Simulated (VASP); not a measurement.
A run of VASP 6.6.1 is set up as follows.

The input INCAR:

```
PREC = Accurate
ENCUT = 520
EDIFF = 1E-6
ISMEAR = 0
SIGMA = 0.1
LREAL = False
LASPH = True
NELM = 60
ALGO = Normal
ISIF = 2
LWAVE = False
LCHARG = False
GGA = PE
NBANDS = 20
```

KPOINTS

```
Automatic mesh
0
Gamma
  14 14 6
```

Contents of POSCAR:

```
Si3O2
1.0
    2.7750147022      0.0000000000      0.0000000000
    0.0000000000      2.7750147022      0.0000000000
    0.0000000000      0.0000000000      8.4119520496
Si O
3 2
Direct
    0.0000000000      0.0000000000      0.3033100834
    0.0000000000      0.0000000000      0.6966899166
    0.0000000000      0.0000000000      0.0000000000
    0.0000000000      0.0000000000      0.5000000000
    0.5000000000      0.5000000000      0.0000000000
```

Potentials or basis: VASP PAW PBE potentials, release 64 (Si, O).

Run with:

```console
$ cat potpaw_PBE.64/Si/POTCAR potpaw_PBE.64/O/POTCAR > POTCAR
$ mpirun -np 1 vasp_std > vasp.out
```

**Question.** What does it give for the largest force?

**Answer.** 0.029 eV/Å.

**Question.** Predict the pressure.

**Answer.** 0.1 GPa.

**Question.** Predict the band gap on the k mesh.

**Answer.** Zero (band 12 reaches 8.72 eV, above the bottom of band 13 at 6.51 eV).

Stress tensor (GPa, compression positive):
```
0.07 0.00 0.00
0.00 0.07 0.00
0.00 0.00 0.19
```
